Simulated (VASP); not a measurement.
Input of a VASP 6.6.1 run:

The input INCAR:

```
  PREC = Accurate
  ENCUT = 520
  EDIFF = 1E-6
  ISMEAR = -1
  SIGMA = 0.05
  LREAL = Auto
  LASPH = T
  NELM = 60
  ALGO = Normal
  ISIF = 2
  LWAVE = F
  LCHARG = F
  GGA = PS
  NBANDS = 52
```

File KPOINTS:

```
Automatic mesh
0
Gamma
  2 2 2
```

File POSCAR:

```
TiSi16
1.0
    0.0000000000      5.4300000000      5.4300000000
    5.4300000000      0.0000000000      5.4300000000
    5.4300000000      5.4300000000      0.0000000000
Si Ti
16 1
Direct
   -0.0135569982     -0.0134008287      0.0285310313
    0.1243045120      0.1243658379      0.1284295580
    0.0087015654      0.0077566298      0.5040209024
    0.1107534070      0.1099128913      0.6598357274
    0.0047717311      0.4980139042     -0.0123796501
    0.1242612339      0.6112231123      0.1285522099
    0.0084114180      0.4702976059      0.5040123389
    0.1446205341      0.6153354512      0.6150595764
    0.4979520258      0.0048538674     -0.0123096685
    0.6111484346      0.1243721915      0.1285965009
    0.4711856354      0.0076872928      0.5040353591
    0.6162985267      0.1437095764      0.6151184162
    0.4978777164      0.4979856354     -0.0121596685
    0.6341200737      0.6341957643      0.0860707182
    0.5114716390      0.5106081031      0.4577780847
    0.6162763352      0.6155757827      0.6152936464
    0.8509802947      0.8500907919      0.4393668508
```

Potentials or basis: VASP PAW PBE potentials, release 64 (Si, Ti_sv).

Run with:

```sh
$ cat potpaw_PBE.64/Si/POTCAR potpaw_PBE.64/Ti_sv/POTCAR > POTCAR
$ mpirun -np 1 vasp_std > vasp.out
```

Q: Predict the pressure.

A: 2.3 GPa.

Q: Predict the largest force.

A: 2.153 eV/Å.

Stress tensor (GPa, compression positive):
```
 2.27 -0.31  0.29
-0.31  2.26  0.29
 0.29  0.29  2.30
```

Caveat: the k points lie up to 0.50 Å⁻¹ apart; the PAW data sets were made with another functional, which shifts forces and pressure a little.
